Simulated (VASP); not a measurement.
Write the native input for VASP 6.6.1 that does the following.

* Task: relaxation of the atoms
* Functional: LDA
* Potentials or basis: VASP PAW LDA potentials, release 64 (Y_sv, In_d)
* Cutoff: 450 eV
* k mesh: 5 × 5 × 5
* Occupations: fermi-dirac, width 0.05 eV
* Spin: no spin polarisation
* Dipole correction: no
* Further INCAR settings: ALGO = Normal; EDIFF = 1e-07; IBRION = 2; EDIFFG = -0.1; NSW = 100

The structure of YIn lies in POSCAR:

```
YIn
1.0
    3.8100000000      0.0000000000      0.0000000000
    0.0000000000      3.8100000000      0.0000000000
    0.0000000000      0.0000000000      3.8100000000
Y In
1 1
Direct
    0.5000000000      0.5000000000      0.5000000000
    0.0000000000      0.0000000000      0.0000000000
```

These files were run (other wordings do the same):

INCAR

```
SYSTEM = YIn
ALGO = Normal
EDIFF = 1E-7
EDIFFG = -0.1
ENCUT = 450
GGA = CA
GGA_COMPAT = .False.
IBRION = 2
ISIF = 2
ISMEAR = -1
LASPH = .True.
LCHARG = .False.
LREAL = .False.
LWAVE = .False.
NELM = 120
NELMIN = 4
NSW = 100
PREC = Accurate
SIGMA = 0.05
```

KPOINTS

```
k-points
0
Gamma
  5 5 5
  0 0 0
```

Potentials or basis: VASP PAW LDA potentials, release 64 (Y_sv, In_d).

Launch:

```bash
$ cat potpaw_LDA.64/Y_sv/POTCAR potpaw_LDA.64/In_d/POTCAR > POTCAR
$ mpirun -np 1 vasp_std > vasp.out
```

It gave:

```yaml
Pressure_after_relaxing: -5.9 GPa
Band_gap_on_the_k_mesh: zero (bands 12 and 13 overlap by 0.56 eV)
```

Caveat: the relaxation stopped at its first step, so nothing moved; spin-orbit coupling is left out, which moves the levels of the heavy elements.

Run time: 8.7 s on 1 thread of Intel(R) Xeon(R) Platinum 8375C CPU @ 2.90GHz (Ice Lake) (shared host), peak memory 0.15 GiB.
